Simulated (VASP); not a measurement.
Input of a VASP 6.6.1 run:

Contents of POSCAR:

```
NbP2
1.0
    0.0000000000      2.8875311861      2.8875311861
    2.8875311861      0.0000000000      2.8875311861
    2.8875311861      2.8875311861      0.0000000000
Nb P
1 2
Direct
    0.0000000000      0.0000000000      0.0000000000
    0.2500000000      0.2500000000      0.2500000000
    0.7500000000      0.7500000000      0.7500000000
```

Contents of INCAR.step1:

```
SYSTEM = NbP2
PREC = Accurate
ENCUT = 600
ISMEAR = 0
SIGMA = 0.1
LREAL = .False.
LASPH = .True.
NELM = 60
GGA = PE
ALGO = Normal
EDIFF = 1E-4
LWAVE = .True.
LCHARG = .False.
```

The input INCAR.step2:

```
SYSTEM = NbP2
PREC = Accurate
ENCUT = 600
EDIFF = 1E-6
ISMEAR = 0
SIGMA = 0.1
LREAL = .False.
LASPH = .True.
NELM = 60
ALGO = Normal
ISIF = 3
LWAVE = .False.
LCHARG = .False.
METAGGA = R2SCAN
LMIXTAU = .True.
IBRION = 2
NSW = 90
EDIFFG = -0.04
ISTART = 1
```

Contents of KPOINTS:

```
Automatic mesh
0
Gamma
  6 6 6
  0 0 0
```

Potentials or basis: VASP PAW PBE potentials, release 64 (Nb_sv, P).

The run is started by

```bash
$ cat potpaw_PBE.64/Nb_sv/POTCAR potpaw_PBE.64/P/POTCAR > POTCAR
$ cp INCAR.step1 INCAR
$ mpirun -np 1 vasp_std > vasp.out
$ cp INCAR.step2 INCAR
$ mpirun -np 1 vasp_std > vasp.out
```

(1) Predict the relaxed cell.

(2) Predict the band gap on the k mesh.

(3) What does it give for the space group after relaxing (to 0.1 Å)?

(4) Predict the relaxed volume.

## Answers

(1) a = 4.259 Å, b = 4.259 Å, c = 4.259 Å, α = 60.00°, β = 60.00°, γ = 60.00°.

(2) zero (an odd number of electrons rules out a gap without spin polarisation).

(3) Fm-3m (No. 225).

(4) 18.21 Å³/atom.

Caveat: the PAW data sets were made with another functional, which shifts forces and pressure a little.
